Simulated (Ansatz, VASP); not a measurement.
One calculation of LiCl, two programs

Contents of INCAR:

```
PREC = Accurate ; ENCUT = 520
EDIFF = 1E-6 ; ISMEAR = -1
SIGMA = 0.05 ; LREAL = F
LASPH = T ; NELM = 100
ALGO = Normal ; ISIF = 2
LWAVE = F ; LCHARG = F
GGA = PE ; NBANDS = 12
```

Contents of KPOINTS:

```
regular mesh
0
Gamma
  9 9 9
```

Contents of POSCAR:

```
LiCl
1.0
    0.0000000000      2.5301066968      2.5301066968
    2.5301066968      0.0000000000      2.5301066968
    2.5301066968      2.5301066968      0.0000000000
Cl Li
1 1
Direct
    0.5000000000      0.5000000000      0.5000000000
    0.0000000000      0.0000000000      0.0000000000
```

input.yaml

```yaml
crystal:
  lattice:
    - [0.0, 2.5301066968, 2.5301066968]
    - [2.5301066968, 0.0, 2.5301066968]
    - [2.5301066968, 2.5301066968, 0.0]
  atoms:
    - { symbol: Cl, position: [0.5, 0.5, 0.5] }
    - { symbol: Li, position: [0.0, 0.0, 0.0] }
kpoints:
  mp_grid: { grid: [9, 9, 9] }
scf:
  occupations: { method: fermi_dirac, width: 0.05 }
hamiltonian:
  xc: pbe
  pseudopotentials: { kind: all_electron, lapw: { basis_error: 0.0005 } }
output:
  forces: true
  stress: true
  eigenvalues: true
```

Change from the starting cell: volume scaled by 0.96.

Alike in both runs: task single point; functional PBE; k mesh 9 × 9 × 9; occupations fermi-dirac, width 0.05 eV; no spin polarisation.

|  | VASP | Ansatz |
| --- | --- | --- |
| version | VASP 6.6.1 | Ansatz 0.2.0 |
| potentials or method | VASP PAW PBE potentials, release 64 (Cl, Li_sv), cutoff 520 eV | all-electron LAPW, scalar-relativistic |

```tsv
	VASP	Ansatz	Ansatz less VASP
gap on the k mesh at the Fermi level (eV)	6.58	6.57	-0.016
least direct gap on the mesh (eV)	6.58	6.57	-0.016
```

Ansatz ran all-electron here, and VASP with PAW potentials.

Noted on VASP's run: the cutoff is short for stress, so the pressure is rough.
